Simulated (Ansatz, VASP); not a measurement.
**MgO: VASP beside Ansatz**

```
Mg O
1.0
     2.20400    2.12751   -0.03116
     2.01712   -2.00296    4.32122
     2.22329   -2.08447   -4.46506
Mg O
4 4
Cartesian
  -0.0684 -0.1908 0.1025
  2.0816 0.0962 2.0014
  4.2207 -2.0612 2.2833
  2.2606 -1.9300 -0.0280
  2.1744 -1.8507 -2.2932
  4.2873 -2.0551 -0.1452
  2.2064 0.0334 -0.2372
  1.9838 -2.0519 2.1438
```

Change from the starting cell: cell x4, atoms moved at random (sigma 0.1 Å) and cell strained at random (1.5 %), then relaxed without symmetry.

Alike in both runs: task relaxation of cell and atoms; functional PBE; k mesh 4 × 4 × 4; occupations gaussian, width 0.1 eV; no spin polarisation.

|  | VASP | Ansatz |
| --- | --- | --- |
| version | VASP 6.6.1 | Ansatz 0.2.0 |
| potentials or method | VASP PAW PBE potentials, release 64 (Mg, O), cutoff 600 eV | scalar-relativistic, plane waves, PAW |
| valence electrons in the cell | 32 | 64 |

```csv
,VASP,Ansatz,Ansatz less VASP
"gap on the k mesh at the Fermi level, each at its own relaxed structure (eV)",4.50,4.46,-0.043
relaxed volume (Å³/atom),9.56,9.62,+0.060
relaxed cell length with the largest relative difference (Å),5.197,5.209,+0.0115
```

VASP's potentials hold 32 valence electrons a cell and Ansatz's 64, so a difference there can come from the potentials and not from the codes.

The k mesh is coarse, so the values compare programs but aren't converged.
